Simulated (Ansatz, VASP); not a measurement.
# Two plane-wave programs on Cd

INCAR

```
SYSTEM = Cd
  PREC = Accurate
  ENCUT = 500
  EDIFF = 1E-6
  ISMEAR = -1
  SIGMA = 0.1
  LREAL = .False.
  LASPH = .True.
  NELM = 120
  ALGO = Normal
  ISIF = 2
  LWAVE = .False.
  LCHARG = .False.
  NBANDS = 25
  GGA_COMPAT = .False.
```

The input KPOINTS:

```
Automatic mesh
0
Gamma
  8 8 12
  0 0 0
```

POSCAR

```
Cd
1.0
    4.9906529068      0.0000000000      0.0000000000
   -2.4953264534      4.3220321987      0.0000000000
    0.0000000000      0.0000000000      2.9693336269
Cd
3
Direct
    0.0000000000      0.0000000000      0.0000000000
    0.3333333333      0.6666666667      0.5000000000
    0.6666666667      0.3333333333      0.5000000000
```

Input for Ansatz:

```yaml
crystal:
  lattice:
    - [4.9906529068, 0.0, 0.0]
    - [-2.4953264534, 4.3220321987, 0.0]
    - [0.0, 0.0, 2.9693336269]
  atoms:
    - { symbol: Cd, position: [0.0, 0.0, 0.0] }
    - { symbol: Cd, position: [0.3333333333, 0.6666666667, 0.5] }
    - { symbol: Cd, position: [0.6666666667, 0.3333333333, 0.5] }
hamiltonian:
  xc: lda
  pseudopotentials:
    kind: paw
    azcp:
      Cd: "pseudopotentials/Cd.paw.azcp"
basis:
  ecutwfc: 420
  fft_grid_basis: typed
kpoints:
  mp_grid: { grid: [8, 8, 12], shift: [0, 0, 0] }
magnetization:
  spin_polarized: false
scf:
  occupations: { method: fermi_dirac, width: 0.1 }
  lower_state_search: "off"
output:
  stress: true
```

Alike in both runs: task single point; functional LDA; k mesh 8 × 8 × 12; occupations fermi-dirac, width 0.1 eV; no spin polarisation.

|  | VASP | Ansatz |
| --- | --- | --- |
| version | VASP 6.6.1 | Ansatz 0.2.0 |
| potentials or method | VASP PAW LDA potentials, release 64 (Cd), cutoff 500 eV | plane waves (420 eV) with PAW, scalar-relativistic |
| valence electrons in the cell | 36 | 60 |

```csv
,VASP,Ansatz,Ansatz less VASP
pressure (GPa),-1.7,-2.2,-0.45
"traceless stress, the component that is largest in VASP (GPa)",-0.41,-0.44,-0.034
```

Ansatz warns that its potentials were made for another functional, while VASP's fit it. LDA's correlation is that of Perdew and Zunger in VASP and of Perdew and Wang (1992) in Ansatz. VASP's potentials hold 36 valence electrons a cell and Ansatz's 60, so a difference there can come from the potentials and not from the codes.
